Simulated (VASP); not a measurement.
# PbS in VASP: a series of runs

Runs on PbS. Level: PBE. Tasks: single point.

Program: VASP 6.6.1. These are calculated values, not measurements. Logs are shortened: lines on timing, memory, paths and dates and some standing lists are left out, and cuts for length are marked.

**1. The cell of the first run**

The cell holds a slab with vacuum, 4 atoms: a = 4.157 Å, b = 4.157 Å, c = 11.837 Å, α = 93.75°, β = 93.75°, γ = 89.21°.

**2. Single point, PBE (volume scaled by 1.02)**

The input, INCAR:

```
SYSTEM = PbS
PREC = Accurate ; ENCUT = 520
EDIFF = 1E-6 ; ISMEAR = -1
SIGMA = 0.01 ; LREAL = .False.
LASPH = .True. ; NELM = 100
ALGO = Normal ; ISIF = 2
LWAVE = .False. ; LCHARG = .False.
GGA = PE ; NBANDS = 28
```

The input, KPOINTS:

```
Automatic mesh
0
Gamma
  7 7 3
  0 0 0
```

The input, POSCAR:

```
PbS
1.0
    2.9599740775     -2.9192058577      0.0000000000
    2.9599740775      2.9192058577      0.0000000000
   -1.0872028575      0.0000000000     11.7868372268
Pb S
2 2
Direct
    0.7756000000      0.7756000000      0.6363800000
    0.2244000000      0.2244000000      0.3636200000
    0.2684000000      0.2684000000      0.5986000000
    0.7316000000      0.7316000000      0.4014000000
```

Potentials or basis: VASP PAW PBE potentials, release 64 (Pb_d, S).

On the command line:

```console
$ cat potpaw_PBE.64/Pb_d/POTCAR potpaw_PBE.64/S/POTCAR > POTCAR
$ mpirun -np 1 vasp_std > vasp.out
```

OUTCAR:

```text
SYSTEM = PbS
   PREC = Accurate
   ENCUT = 520
   EDIFF = 1E-6
   ISMEAR = -1
   LREAL = .False.
   LASPH = .True.
   NELM = 100
   ISIF = 2
   GGA = PE

 ion  position               nearest neighbor table
   1  0.776  0.776  0.636-   4 2.77   3 2.95   3 2.95   3 2.99   3 2.99
   2  0.224  0.224  0.364-   3 2.77   4 2.95   4 2.95   4 2.99   4 2.99
   3  0.268  0.268  0.599-   2 2.77   1 2.95   1 2.95   1 2.99   1 2.99
   4  0.732  0.732  0.401-   1 2.77   2 2.95   2 2.95   2 2.99   2 2.99

  LATTYP: Found a base centered monoclinic cell.
 ALAT       =     5.9199481550
 B/A-ratio  =     0.9862268322
 C/A-ratio  =     1.9994891546
 COS(beta)  =    -0.0918488301

  Lattice vectors:

 A1 = (   2.9599740775,  -2.9192058577,   0.0000000000)
 A2 = (   2.9599740775,   2.9192058577,   0.0000000000)
 A3 = (  -1.0872028575,   0.0000000000,  11.7868372268)

Analysis of symmetry for initial positions (statically):
=====================================================================
 Subroutine PRICEL returns:
 Original cell was already a primitive cell.

 Routine SETGRP: Setting up the symmetry group for a
 base centered monoclinic supercell.

 Subroutine GETGRP returns: Found  4 space group operations
 (whereof  4 operations were pure point group operations)
 out of a pool of  4 trial point group operations.

The static configuration has the point symmetry C_2h.

Analysis of symmetry for dynamics (positions and initial velocities):
=====================================================================
 Subroutine PRICEL returns:
 Original cell was already a primitive cell.

 Routine SETGRP: Setting up the symmetry group for a
 base centered monoclinic supercell.

 Subroutine GETGRP returns: Found  4 space group operations
 (whereof  4 operations were pure point group operations)
 out of a pool of  4 trial point group operations.

The dynamic configuration has the point symmetry C_2h.

 Subroutine INISYM returns: Found  4 space group operations
 (whereof  4 operations are pure point group operations),
 and found     1 'primitive' translations

----------------------------------------------------------------------------------------

                                     Primitive cell

  volume of cell :     203.6948

  direct lattice vectors                    reciprocal lattice vectors
     2.959974078 -2.919205858  0.000000000     0.168920398 -0.171279459  0.015581002
     2.959974078  2.919205858  0.000000000     0.168920398  0.171279459  0.015581002
    -1.087202857  0.000000000 11.786837227     0.000000000  0.000000000  0.084840401

  length of vectors
     4.157307949  4.157307949 11.836872132     0.241067463  0.241067463  0.084840401

  position of ions in fractional coordinates (direct lattice)
     0.775600000  0.775600000  0.636380000
     0.224400000  0.224400000  0.363620000
     0.268400000  0.268400000  0.598600000
     0.731600000  0.731600000  0.401400000

  ion indices of the primitive-cell ions
   primitive index   ion index
                 1           1
                 2           2
                 3           3
                 4           4

----------------------------------------------------------------------------------------

 KPOINTS: Automatic mesh

Automatic generation of k-mesh.
 Grid dimensions read from file:
 generate k-points for:    7    7    3

 Generating k-lattice:

  Cartesian coordinates                     Fractional coordinates (reciprocal lattice)
     0.024131485 -0.024468494  0.002225857     0.142857143  0.000000000  0.000000000
     0.024131485  0.024468494  0.002225857     0.000000000  0.142857143  0.000000000
     0.000000000  0.000000000  0.028280134     0.000000000  0.000000000  0.333333333

  Length of vectors
     0.034438209  0.034438209  0.028280134

  Shift w.r.t. Gamma in fractional coordinates (k-lattice)
     0.000000000  0.000000000  0.000000000

 Subroutine IBZKPT returns following result:
 ===========================================

 Found     44 irreducible k-points:

 Following reciprocal coordinates:
            Coordinates               Weight
  0.000000  0.000000  0.000000      1.000000
  0.142857 -0.000000 -0.000000      4.000000
  0.285714 -0.000000 -0.000000      4.000000
  0.428571 -0.000000  0.000000      4.000000
  0.142857  0.142857 -0.000000      2.000000
  0.285714  0.142857 -0.000000      4.000000
[... 16 lines left out ...]
 -0.142857  0.000000  0.333333      4.000000
  0.142857  0.142857  0.333333      2.000000
 [... further k-points ...]
   k-points           NKPTS =     44   k-points in BZ     NKDIM =     44   number of bands    NBANDS=     28
   number of dos      NEDOS =    301   number of ions     NIONS =      4
   total plane-waves  NPLWV =  92160
   dimension x,y,z NGX =    32 NGY =   32 NGZ =   90
   dimension x,y,z NGXF=    64 NGYF=   64 NGZF=  180
   ions per type =               2   2
   NGX,Y,Z   is equivalent  to a cutoff of  12.80, 12.80, 12.64 a.u.
   NGXF,Y,Z  is equivalent  to a cutoff of  25.59, 25.59, 25.28 a.u.
 SYSTEM =  PbS
   PREC   = accura    normal or accurate (medium, high low for compatibility)
   ISTART =      0    job   : 0-new  1-cont  2-samecut
   ICHARG =      2    charge: 1-file 2-atom 10-const
   ISPIN  =      1    spin polarized calculation?
   LNONCOLLINEAR =      F non collinear calculations
   LSORBIT =      F    spin-orbit coupling
   LASPH  =      T    aspherical Exc in radial PAW
   ENCUT  =  520.0 eV  38.22 Ry    6.18 a.u.   7.73  7.73 22.01*2*pi/ulx,y,z
   NELM   =    100;   NELMIN=  2; NELMDL= -5     # of ELM steps
   EDIFF  = 0.1E-05   stopping-criterion for ELM
   LREAL  =      F    real-space projection
   EDIFFG = 0.1E-04   stopping-criterion for IOM
   NSW    =      0    number of steps for IOM
   IBRION =     -1    ionic relax: 0-MD 1-quasi-New 2-CG
   NFREE  =      0    steps in history (QN), initial steepest desc. (CG)
   ISIF   =      2    stress and relaxation
   ISYM   =      2    0-nonsym 1-usesym 2-fastsym
   POTIM  = 0.5000    time-step for ionic-motion
   TEBEG  =    0.0;   TEEND  =   0.0 temperature during run
   PSTRESS=    0.0 pullay stress
   NELECT =      40.0000    total number of electrons
   NUPDOWN=      -1.0000    fix difference up-down
   EMIN   =  10.00;   EMAX   =-10.00  energy-range for DOS
   EFERMI =   0.00;   METHOD = LEGACY
   ISMEAR =    -1;   SIGMA  =   0.01  broadening in eV -4-tet -1-fermi 0-gaus
   EFERMI_NEDOS =   21; number of points for ismear=-14 and -15
   IALGO  =     38    algorithm
   IMIX   =      4    mixing-type and parameters
     AMIX     =   0.40;   BMIX     =  1.00
     AMIX_MAG =   1.60;   BMIX_MAG =  1.00
  volume/ion in A,a.u.               =      50.92       343.65
  Fermi-wavevector in a.u.,A,eV,Ry     =   0.951557  1.798182 12.319544  0.905461
  Thomas-Fermi vector in A             =   2.080038
   LORBIT       =      0    0 simple, 1 ext, 2 COOP (PROOUT), +10 PAW based schemes
   GGA     = PE    functional components
   LHFCALC =     F    Hartree Fock is set to
   AEXX    =    0.0000 exact exchange contribution
   IVDW    =     0    specifies the selected vdW correction
   LEPSILON=     F    determine dielectric tensor
   LRPA    =     F    only Hartree local field effects (RPA)
 non-spin polarized calculation
  energy-cutoff  :      520.00
  volume of cell :      203.69
 maximum number of plane-waves:      5505
   NGX = 15   NGY = 15   NGZ = 43

 number of electron      40.0000014 magnetization

 Free energy of the ion-electron system (eV)
  ---------------------------------------------------
  ext. energy  EPLUGINS =         0.00000000
  ---------------------------------------------------
  free energy    TOTEN  =       -17.18321777 eV

  energy without entropy =      -17.18321777  energy(sigma->0) =      -17.18321777

 E-fermi :   0.8565     XC(G=0):  -5.8537

 val. band max:        0.5893914262   @ k =   0.0000   0.0000   0.0000
 cond. band min:       1.8875081014   @ k =   0.0000   0.0000   0.3333
 fundamental gap:      1.2981166753
 Fermi energy:         0.8564874348

 k-point     1 :       0.0000    0.0000    0.0000
  band No.  band energies     occupation
      1     -15.7379      2.00000
      2     -15.6669      2.00000
      3     -15.6609      2.00000
      4     -15.6591      2.00000
      5     -15.6306      2.00000
      6     -15.6252      2.00000
[... 20 lines left out ...]
     27       6.7890      0.00000
     28       7.0288      0.00000

 k-point     2 :       0.1429   -0.0000   -0.0000
  band No.  band energies     occupation
      1     -15.7287      2.00000
      2     -15.6609      2.00000
      3     -15.6597      2.00000
      4     -15.6502      2.00000
      5     -15.6313      2.00000
      6     -15.6262      2.00000
[... 20 lines left out ...]
     27       6.3577      0.00000
     28       6.7454      0.00000

 k-point     3 :       0.2857   -0.0000   -0.0000
  band No.  band energies     occupation
      1     -15.7086      2.00000
      2     -15.6642      2.00000
      3     -15.6452      2.00000
      4     -15.6348      2.00000
      5     -15.6342      2.00000
      6     -15.6329      2.00000
[... 20 lines left out ...]
     27       5.9321      0.00000
     28       7.1722      0.00000

 k-point     4 :       0.4286   -0.0000    0.0000
  band No.  band energies     occupation
      1     -15.6887      2.00000
      2     -15.6734      2.00000
      3     -15.6433      2.00000
      4     -15.6430      2.00000
      5     -15.6393      2.00000
      6     -15.6351      2.00000
[... 20 lines left out ...]
     27       5.7054      0.00000
     28       6.5319      0.00000

 k-point     5 :       0.1429    0.1429   -0.0000
  band No.  band energies     occupation
      1     -15.7219      2.00000
      2     -15.6575      2.00000
      3     -15.6528      2.00000
      4     -15.6457      2.00000
      5     -15.6313      2.00000
      6     -15.6289      2.00000
[... 20 lines left out ...]
     27       5.9768      0.00000
     28       7.2783      0.00000

 k-point     6 :       0.2857    0.1429   -0.0000
  band No.  band energies     occupation
      1     -15.7071      2.00000
      2     -15.6644      2.00000
      3     -15.6411      2.00000
      4     -15.6406      2.00000
      5     -15.6374      2.00000
      6     -15.6309      2.00000
[... 463 lines left out ...]
      5     -15.6393      2.00000
      6     -15.6351      2.00000
[... 20 lines left out ...]
     27       5.8326      0.00000
     28       6.7412      0.00000

 k-point    22 :      -0.2857    0.0000    0.3333
  band No.  band energies     occupation
      1     -15.7086      2.00000
      2     -15.6642      2.00000
      3     -15.6452      2.00000
      4     -15.6348      2.00000
      5     -15.6342      2.00000
      6     -15.6329      2.00000
[... 20 lines left out ...]
     27       5.7641      0.00000
     28       6.9224      0.00000

 k-point    23 :      -0.1429    0.0000    0.3333
  band No.  band energies     occupation
      1     -15.7287      2.00000
      2     -15.6609      2.00000
      3     -15.6597      2.00000
      4     -15.6502      2.00000
      5     -15.6313      2.00000
      6     -15.6262      2.00000
[... 20 lines left out ...]
     27       6.3582      0.00000
     28       6.8288      0.00000

 k-point    24 :       0.1429    0.1429    0.3333
  band No.  band energies     occupation
      1     -15.7219      2.00000
      2     -15.6575      2.00000
      3     -15.6528      2.00000
      4     -15.6456      2.00000
      5     -15.6313      2.00000
      6     -15.6289      2.00000
[... 20 lines left out ...]
     27       5.8368      0.00000
     28       7.0566      0.00000

 [... further k-points ...]
[... 5 lines left out ...]
  --------------------------------------------------------------------------------------
  -------------------------------------------------------------------------------------
  Total       -0.0803467      0.9545654     -2.0387371      0.0000000      0.0000000     -0.0127268
  in kB       -0.6319733      7.5082093    -16.0358468      0.0000000      0.0000000     -0.1001033
  external PRESSURE =      -3.0532036 kB  Pullay stress =       0.0000000 kB

 VOLUME and BASIS-vectors are now :
 -----------------------------------------------------------------------------
  energy-cutoff  :      520.00
  volume of cell :      203.69
      direct lattice vectors                 reciprocal lattice vectors
     2.959974078 -2.919205858  0.000000000     0.168920398 -0.171279459  0.015581002
     2.959974078  2.919205858  0.000000000     0.168920398  0.171279459  0.015581002
    -1.087202857  0.000000000 11.786837227     0.000000000  0.000000000  0.084840401

 POSITION                                       TOTAL-FORCE (eV/Angst)
 -----------------------------------------------------------------------------------
      3.89964      0.00000      7.50091        -0.001502      0.000000     -0.543226
      0.93311      0.00000      4.28593         0.001502      0.000000      0.543226
      0.93811      0.00000      7.05560        -0.004157      0.000000     -0.104186
      3.89463      0.00000      4.73124         0.004157      0.000000      0.104186
 -----------------------------------------------------------------------------------
    total drift:                                0.000000      0.000000      0.000000

  FREE ENERGIE OF THE ION-ELECTRON SYSTEM (eV)
  ---------------------------------------------------
  free  energy   TOTEN  =       -17.1832177674 eV

  energy  without entropy=      -17.1832177674  energy(sigma->0) =      -17.18321777
```

Run time: 2 min. Hardware: 1 thread of Intel Xeon 6975P-C (Granite Rapids), shared host; peak memory 0.4 GiB.

Results:

```
Free energy            : -17.1832 eV
Largest force          : 0.543 eV/Å
Band gap on the k mesh : 1.30 eV, direct
```

Forces on the atoms (eV/Å):
```
Pb  -0.002  0.000 -0.543
Pb   0.002  0.000  0.543
S   -0.004  0.000 -0.104
S    0.004  0.000  0.104
```

Caveat: spin-orbit coupling is left out, which moves the levels of the heavy elements.

**3. Single point, PBE (volume scaled by 1.06)**

The input, INCAR:

```
ALGO = Normal ; EDIFF = 1E-6
ENCUT = 520 ; GGA = PE
ISIF = 2 ; ISMEAR = -1
LASPH = True ; LCHARG = False
LREAL = False ; LWAVE = False
NBANDS = 28 ; NELM = 100
PREC = Accurate ; SIGMA = 0.01
```

The input, KPOINTS:

```
k-points
0
Gamma
  7 7 3
```

The input, POSCAR:

```
PbS
1.0
    2.9981715043     -2.9568771850      0.0000000000
    2.9981715043      2.9568771850      0.0000000000
   -1.1012328289      0.0000000000     11.9389422255
Pb S
2 2
Direct
    0.7756000000      0.7756000000      0.6363800000
    0.2244000000      0.2244000000      0.3636200000
    0.2684000000      0.2684000000      0.5986000000
    0.7316000000      0.7316000000      0.4014000000
```

Potentials or basis: VASP PAW PBE potentials, release 64 (Pb_d, S).

On the command line:

```console
$ cat potpaw_PBE.64/Pb_d/POTCAR potpaw_PBE.64/S/POTCAR > POTCAR
$ mpirun -np 1 vasp_std > vasp.out
```

Run time: 2.1 min. Hardware: 1 thread of Intel Xeon 6975P-C (Granite Rapids), shared host; peak memory 0.42 GiB.

It converged, with:

* Free energy: -17.1461 eV
* Largest force: 0.779 eV/Å
* Band gap on the k mesh: 1.35 eV, direct

Forces on the atoms (eV/Å):
```
Pb  -0.001  0.000 -0.779
Pb   0.001  0.000  0.779
S   -0.005  0.000 -0.173
S    0.005  0.000  0.173
```

Levels at points of the mesh, in eV from the valence-band top:
```csv
k point,band 16,band 17,band 18,band 19,band 20,band 21,band 22,band 23,band 24,band 25
"(0.00, 0.00, 0.00)",-2.30,-2.17,-1.27,-1.16,0.00,1.44,3.02,4.98,5.14,5.21
```

Caveat: spin-orbit coupling is left out, which moves the levels of the heavy elements.
